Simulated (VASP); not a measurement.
# TiSi16 (a cell with a defect) in VASP: relaxation of the atoms with PBE

Aim: the relaxation of the atoms of TiSi16 (a cell with a defect) with PBE.

Program: VASP 6.6.1. These are calculated values, not measurements. Logs are shortened: lines on timing, memory, paths and dates and some standing lists are left out, and cuts for length are marked.

**1. The cell of the first run**

The cell holds a defect, 17 atoms: a = 7.679 Å, b = 7.679 Å, c = 7.679 Å, α = 60.00°, β = 60.00°, γ = 60.00°.

**2. Relaxation of the atoms, PBE**

File INCAR:

```
PREC     = Accurate       # precision mode
ENCUT    = 450            # plane-wave cutoff, eV
EDIFF    = 1E-7           # SCF threshold, eV
ISMEAR   = 0              # smearing method
SIGMA    = 0.02           # smearing width, eV
LREAL    = False          # projectors in reciprocal space
LASPH    = True           # aspherical terms in the spheres
NELM     = 120            # most SCF steps
ALGO     = Normal         # electronic algorithm
ISIF     = 2              # what is computed and relaxed
LWAVE    = False          # write WAVECAR
LCHARG   = False          # write CHGCAR
GGA      = PE             # functional
IBRION   = 2              # ionic algorithm
NSW      = 80             # ionic steps
EDIFFG   = -0.03          # ionic threshold
GGA_COMPAT= False        
NELMIN   = 4
```

File KPOINTS:

```
Automatic mesh
0
Gamma
  2 2 2
```

File POSCAR:

```
TiSi16
1.0
    0.0000000000      5.4300000000      5.4300000000
    5.4300000000      0.0000000000      5.4300000000
    5.4300000000      5.4300000000      0.0000000000
Si Ti
16 1
Direct
    0.0000000000      0.0000000000      0.0000000000
    0.1250000000      0.1250000000      0.1250000000
    0.0000000000      0.0000000000      0.5000000000
    0.1250000000      0.1250000000      0.6250000000
    0.0000000000      0.5000000000      0.0000000000
    0.1250000000      0.6250000000      0.1250000000
    0.0000000000      0.5000000000      0.5000000000
    0.1250000000      0.6250000000      0.6250000000
    0.5000000000      0.0000000000      0.0000000000
    0.6250000000      0.1250000000      0.1250000000
    0.5000000000      0.0000000000      0.5000000000
    0.6250000000      0.1250000000      0.6250000000
    0.5000000000      0.5000000000      0.0000000000
    0.6250000000      0.6250000000      0.1250000000
    0.5000000000      0.5000000000      0.5000000000
    0.6250000000      0.6250000000      0.6250000000
    0.8138437000      0.3083261000      0.0579779000
```

Potentials or basis: VASP PAW PBE potentials, release 64 (Si, Ti_sv).

Launch:

```bash
$ cat potpaw_PBE.64/Si/POTCAR potpaw_PBE.64/Ti_sv/POTCAR > POTCAR
$ mpirun -np 1 vasp_std > vasp.out
```

OUTCAR:

```text
PREC = Accurate
   ENCUT = 450
   EDIFF = 1E-7
   ISMEAR = 0
   LREAL = False
   LASPH = True
   NELM = 120
   ISIF = 2
   GGA = PE
   IBRION = 2
   NSW = 80
   EDIFFG = -0.03
   NELMIN = 4

 ion  position               nearest neighbor table
   1  0.000  0.000  0.000-  17 2.21   4 2.35   6 2.35  10 2.35   2 2.35
   2  0.125  0.125  0.125-  17 2.26   3 2.35   5 2.35   9 2.35   1 2.35
   3  0.000  0.000  0.500-   2 2.35   4 2.35   8 2.35  12 2.35
   4  0.125  0.125  0.625-   1 2.35   3 2.35   7 2.35  11 2.35
   5  0.000  0.500  0.000-  17 2.28   6 2.35   8 2.35  14 2.35   2 2.35
   6  0.125  0.625  0.125-   1 2.35   5 2.35   7 2.35  13 2.35
   7  0.000  0.500  0.500-   4 2.35   6 2.35   8 2.35  16 2.35
   8  0.125  0.625  0.625-   3 2.35   5 2.35   7 2.35  15 2.35
   9  0.500  0.000  0.000-   2 2.35  10 2.35  12 2.35  14 2.35
  10  0.625  0.125  0.125-  17 2.22   9 2.35  11 2.35  13 2.35   1 2.35
  11  0.500  0.000  0.500-   4 2.35  10 2.35  12 2.35  16 2.35
  12  0.625  0.125  0.625-   3 2.35   9 2.35  11 2.35  15 2.35
  13  0.500  0.500  0.000-  17 2.25  10 2.35  14 2.35  16 2.35   6 2.35
  14  0.625  0.625  0.125-  17 2.29   9 2.35  13 2.35  15 2.35   5 2.35
  15  0.500  0.500  0.500-   8 2.35  12 2.35  14 2.35  16 2.35
  16  0.625  0.625  0.625-   7 2.35  11 2.35  13 2.35  15 2.35
  17  0.814  0.308  0.058-   1 2.21  10 2.22  13 2.25   2 2.26   5 2.28  14 2.29

  LATTYP: Found a face centered cubic cell.
 ALAT       =    10.8600000000

  Lattice vectors:

 A1 = (   0.0000000000,   5.4300000000,   5.4300000000)
 A2 = (   5.4300000000,   0.0000000000,   5.4300000000)
 A3 = (   5.4300000000,   5.4300000000,   0.0000000000)

Analysis of symmetry for initial positions (statically):
=====================================================================
 Subroutine PRICEL returns:
 Original cell was already a primitive cell.

 Routine SETGRP: Setting up the symmetry group for a
 face centered cubic supercell.

 Subroutine GETGRP returns: Found  1 space group operations
 (whereof  1 operations were pure point group operations)
 out of a pool of 48 trial point group operations.

The static configuration has the point symmetry C_1 .

Analysis of symmetry for dynamics (positions and initial velocities):
=====================================================================
 Subroutine PRICEL returns:
 Original cell was already a primitive cell.

 Routine SETGRP: Setting up the symmetry group for a
 face centered cubic supercell.

 Subroutine GETGRP returns: Found  1 space group operations
 (whereof  1 operations were pure point group operations)
 out of a pool of 48 trial point group operations.

The dynamic configuration has the point symmetry C_1 .

 Subroutine INISYM returns: Found  1 space group operations
 (whereof  1 operations are pure point group operations),
 and found     1 'primitive' translations

----------------------------------------------------------------------------------------

                                     Primitive cell

  volume of cell :     320.2060

  direct lattice vectors                    reciprocal lattice vectors
     0.000000000  5.430000000  5.430000000    -0.092081031  0.092081031  0.092081031
     5.430000000  0.000000000  5.430000000     0.092081031 -0.092081031  0.092081031
     5.430000000  5.430000000  0.000000000     0.092081031  0.092081031 -0.092081031

  length of vectors
     7.679179644  7.679179644  7.679179644     0.159489025  0.159489025  0.159489025

  position of ions in fractional coordinates (direct lattice)
     0.000000000  0.000000000  0.000000000
     0.125000000  0.125000000  0.125000000
     0.000000000  0.000000000  0.500000000
     0.125000000  0.125000000  0.625000000
     0.000000000  0.500000000  0.000000000
     0.125000000  0.625000000  0.125000000
[... 9 lines left out ...]
     0.625000000  0.625000000  0.625000000
     0.813843700  0.308326100  0.057977900

  ion indices of the primitive-cell ions
   primitive index   ion index
                 1           1
                 2           2
                 3           3
                 4           4
                 5           5
                 6           6
[... 9 lines left out ...]
                16          16
                17          17

----------------------------------------------------------------------------------------

 KPOINTS: Automatic mesh

Automatic generation of k-mesh.
 Grid dimensions read from file:
 generate k-points for:    2    2    2

 Generating k-lattice:

  Cartesian coordinates                     Fractional coordinates (reciprocal lattice)
    -0.046040516  0.046040516  0.046040516     0.500000000  0.000000000  0.000000000
     0.046040516 -0.046040516  0.046040516     0.000000000  0.500000000  0.000000000
     0.046040516  0.046040516 -0.046040516     0.000000000  0.000000000  0.500000000

  Length of vectors
     0.079744512  0.079744512  0.079744512

  Shift w.r.t. Gamma in fractional coordinates (k-lattice)
     0.000000000  0.000000000  0.000000000

 Subroutine IBZKPT returns following result:
 ===========================================

 Found      8 irreducible k-points:

 Following reciprocal coordinates:
            Coordinates               Weight
  0.000000  0.000000  0.000000      1.000000
  0.500000  0.000000  0.000000      1.000000
  0.000000  0.500000  0.000000      1.000000
  0.000000  0.000000  0.500000      1.000000
  0.500000  0.500000  0.500000      1.000000
  0.500000  0.500000  0.000000      1.000000
  0.000000  0.500000  0.500000      1.000000
  0.500000  0.000000  0.500000      1.000000
   k-points           NKPTS =      8   k-points in BZ     NKDIM =      8   number of bands    NBANDS=     47
   number of dos      NEDOS =    301   number of ions     NIONS =     17
   total plane-waves  NPLWV = 157464
   dimension x,y,z NGX =    54 NGY =   54 NGZ =   54
   dimension x,y,z NGXF=   108 NGYF=  108 NGZF=  108
   ions per type =              16   1
   NGX,Y,Z   is equivalent  to a cutoff of  11.69, 11.69, 11.69 a.u.
   NGXF,Y,Z  is equivalent  to a cutoff of  23.38, 23.38, 23.38 a.u.
 SYSTEM =  unknown system
   PREC   = accura    normal or accurate (medium, high low for compatibility)
   ISTART =      0    job   : 0-new  1-cont  2-samecut
   ICHARG =      2    charge: 1-file 2-atom 10-const
   ISPIN  =      1    spin polarized calculation?
   LNONCOLLINEAR =      F non collinear calculations
   LSORBIT =      F    spin-orbit coupling
   LASPH  =      T    aspherical Exc in radial PAW
   ENCUT  =  450.0 eV  33.07 Ry    5.75 a.u.  13.28 13.28 13.28*2*pi/ulx,y,z
   NELM   =    120;   NELMIN=  4; NELMDL= -5     # of ELM steps
   EDIFF  = 0.1E-06   stopping-criterion for ELM
   LREAL  =      F    real-space projection
   EDIFFG = -.3E-01   stopping-criterion for IOM
   NSW    =     80    number of steps for IOM
   IBRION =      2    ionic relax: 0-MD 1-quasi-New 2-CG
   NFREE  =      1    steps in history (QN), initial steepest desc. (CG)
   ISIF   =      2    stress and relaxation
   ISYM   =      2    0-nonsym 1-usesym 2-fastsym
   POTIM  = 0.5000    time-step for ionic-motion
   TEBEG  =    0.0;   TEEND  =   0.0 temperature during run
   PSTRESS=    0.0 pullay stress
   NELECT =      76.0000    total number of electrons
   NUPDOWN=      -1.0000    fix difference up-down
   EMIN   =  10.00;   EMAX   =-10.00  energy-range for DOS
   EFERMI =   0.00;   METHOD = LEGACY
   ISMEAR =     0;   SIGMA  =   0.02  broadening in eV -4-tet -1-fermi 0-gaus
   EFERMI_NEDOS =   21; number of points for ismear=-14 and -15
   IALGO  =     38    algorithm
   IMIX   =      4    mixing-type and parameters
     AMIX     =   0.40;   BMIX     =  1.00
     AMIX_MAG =   1.60;   BMIX_MAG =  1.00
  volume/ion in A,a.u.               =      18.84       127.11
  Fermi-wavevector in a.u.,A,eV,Ry     =   1.013607  1.915439 13.978610  1.027399
  Thomas-Fermi vector in A             =   2.146786
   LORBIT       =      0    0 simple, 1 ext, 2 COOP (PROOUT), +10 PAW based schemes
   GGA     = PE    functional components
   LHFCALC =     F    Hartree Fock is set to
   AEXX    =    0.0000 exact exchange contribution
   IVDW    =     0    specifies the selected vdW correction
   LEPSILON=     F    determine dielectric tensor
   LRPA    =     F    only Hartree local field effects (RPA)
 conjugate gradient relaxation of ions
 non-spin polarized calculation
 Gauss-broadening in eV      SIGMA  =   0.02
  energy-cutoff  :      450.00
  volume of cell :      320.21
 maximum number of plane-waves:      6958
 NGX is ok and might be reduce to    54
   NGX = 27   NGY = 27   NGZ = 27

--------------------------------------- Ionic step        1  -------------------------------------------

 number of electron      76.0000004 magnetization

 Free energy of the ion-electron system (eV)
  ---------------------------------------------------
  ext. energy  EPLUGINS =         0.00000000
  ---------------------------------------------------
  free energy    TOTEN  =       -88.93468277 eV

  energy without entropy =      -88.92862260  energy(sigma->0) =      -88.93165269

------------------------ aborting loop because EDIFF is reached ----------------------------------------

  FORCE on cell =-STRESS in cart. coord.  units (eV):
  Direction    XX          YY          ZZ          XY          YZ          ZX
  --------------------------------------------------------------------------------------
  -------------------------------------------------------------------------------------
  Total       18.3264078     18.3106794     18.3297258     -3.9231031      3.8419466      3.8348442
  in kB       91.6977004     91.6190020     91.7143024    -19.6295716     19.2234984     19.1879607
  external PRESSURE =      91.6770016 kB  Pullay stress =       0.0000000 kB
[... 134 lines left out ...]
  FREE ENERGIE OF THE ION-ELECTRON SYSTEM (eV)
  ---------------------------------------------------
  free  energy   TOTEN  =       -90.2383388986 eV

  energy  without entropy=      -90.2383337416  energy(sigma->0) =      -90.23833632

[... ionic steps 4 to 50 ...]

--------------------------------------- Ionic step       51  -------------------------------------------

 number of electron      75.9999997 magnetization

------------------------ aborting loop because EDIFF is reached ----------------------------------------

  FORCE on cell =-STRESS in cart. coord.  units (eV):
  Direction    XX          YY          ZZ          XY          YZ          ZX
  --------------------------------------------------------------------------------------
  -------------------------------------------------------------------------------------
  Total        8.0371296      8.0123150      7.9885388     -0.1821898      0.1880111      0.1848291
  in kB       40.2144439     40.0902819     39.9713158     -0.9116016      0.9407291      0.9248077
  external PRESSURE =      40.0920139 kB  Pullay stress =       0.0000000 kB
[... 87 lines left out ...]
  energy  without entropy=      -92.1884947811  energy(sigma->0) =      -92.19077364

--------------------------------------- Ionic step       53  -------------------------------------------

 number of electron      75.9999997 magnetization

 Free energy of the ion-electron system (eV)
  ---------------------------------------------------
  ext. energy  EPLUGINS =         0.00000000
  ---------------------------------------------------
  free energy    TOTEN  =       -92.19340833 eV

  energy without entropy =      -92.18867996  energy(sigma->0) =      -92.19104414

 E-fermi :   6.9429     XC(G=0):  -9.7516

 val. band max:        6.8937775613   @ k =   0.5000   0.5000   0.0000
 cond. band min:       6.9472745617   @ k =   0.0000   0.0000   0.5000
 fundamental gap:      0.0534970004
 Fermi energy:         6.9428835621

 k-point     1 :       0.0000    0.0000    0.0000
  band No.  band energies     occupation
      1     -49.8828      2.00000
      2     -26.2651      2.00000
      3     -26.2524      2.00000
      4     -26.2515      2.00000
      5      -5.7198      2.00000
      6      -3.5123      2.00000
[... 433 lines left out ...]
  FREE ENERGIE OF THE ION-ELECTRON SYSTEM (eV)
  ---------------------------------------------------
  free  energy   TOTEN  =       -92.1934083261 eV

  energy  without entropy=      -92.1886799569  energy(sigma->0) =      -92.19104414

 reached required accuracy - stopping structural energy minimisation
```

It took 69 min on 1 thread of Intel Xeon Platinum 8488C (Sapphire Rapids), shared host; peak memory 0.44 GiB.

Results:

- Free energy: -92.1934 eV
- Energy gained by relaxing: 191.7 meV/atom
- Ionic steps: 53
- Pressure after relaxing: 4.0 GPa
- Largest force after relaxing: 0.027 eV/Å
- Band gap on the k mesh: zero (bands 38 and 39 overlap by 0.42 eV)

Forces in eV/Å, atoms in the order of the input:
```
Si  -0.025 -0.002 -0.008
Si   0.011 -0.009 -0.014
Si  -0.004  0.001  0.005
Si   0.001  0.006 -0.004
Si  -0.005  0.000  0.016
Si   0.012  0.006  0.001
Si   0.005  0.010 -0.010
Si   0.003  0.004 -0.002
Si   0.007  0.004  0.006
Si   0.015  0.016  0.016
Si  -0.008 -0.011  0.003
Si   0.006  0.003 -0.004
Si  -0.005 -0.018 -0.010
Si  -0.006  0.011 -0.014
Si  -0.003 -0.005  0.002
Si   0.006  0.000 -0.005
Ti  -0.009 -0.016  0.020
```

Stress tensor (GPa, compression positive):
```
 4.02 -0.09  0.10
-0.09  4.01  0.11
 0.10  0.11  4.00
```

Step by step:
```csv
step,energy change (eV),largest force (eV/Å),pressure (GPa)
1,0.0000,3.8423,9.17
3,-1.3037,1.0140,7.47
5,-1.3858,0.5163,7.32
7,-1.4216,0.3430,7.20
9,-1.4474,0.3127,7.07
11,-1.4880,0.2867,6.91
13,-1.5205,0.5000,6.55
15,-1.5755,0.9188,5.72
17,-1.6236,1.2705,5.11
19,-1.7211,1.4629,3.85
21,-1.7435,1.2289,3.48
23,-1.8997,1.3249,3.56
25,-2.0641,1.8576,3.73
27,-2.4528,1.4423,3.60
29,-2.8114,1.3487,3.64
31,-3.0238,1.0094,3.75
33,-3.1272,0.8292,3.75
35,-3.1867,0.3710,3.79
37,-3.2029,0.2305,3.80
39,-3.2134,0.2874,3.83
41,-3.2321,0.2252,3.91
43,-3.2359,0.4729,3.98
45,-3.2533,0.2055,4.00
47,-3.2565,0.0962,4.00
49,-3.2576,0.0361,4.00
51,-3.2582,0.0352,4.01
53,-3.2587,0.0273,4.01
```

Final structure:
```
CELL_PARAMETERS angstrom
0.00000 5.43000 5.43000
5.43000 0.00000 5.43000
5.43000 5.43000 0.00000
ATOMIC_POSITIONS crystal
Si 0.99984 0.98335 0.01679
Si 0.12666 0.11743 0.13805
Si 0.99294 0.99736 0.51190
Si 0.12392 0.11804 0.63374
Si 0.00006 0.49962 0.01631
Si 0.12124 0.62090 0.13614
Si 0.00033 0.50029 0.49887
Si 0.12412 0.62391 0.63350
Si 0.49896 0.99834 0.00299
Si 0.61747 0.11726 0.13797
Si 0.49746 0.99721 0.51195
Si 0.62242 0.12206 0.63266
Si 0.48365 0.49961 0.01650
Si 0.61786 0.62601 0.13806
Si 0.49760 0.49263 0.51198
Si 0.61827 0.62374 0.63366
Ti 0.87104 0.37058 0.88691
```

Caveat: the k points lie up to 0.50 Å⁻¹ apart.

The gap in the log of VASP goes by the Fermi energy; the results here count the filled bands.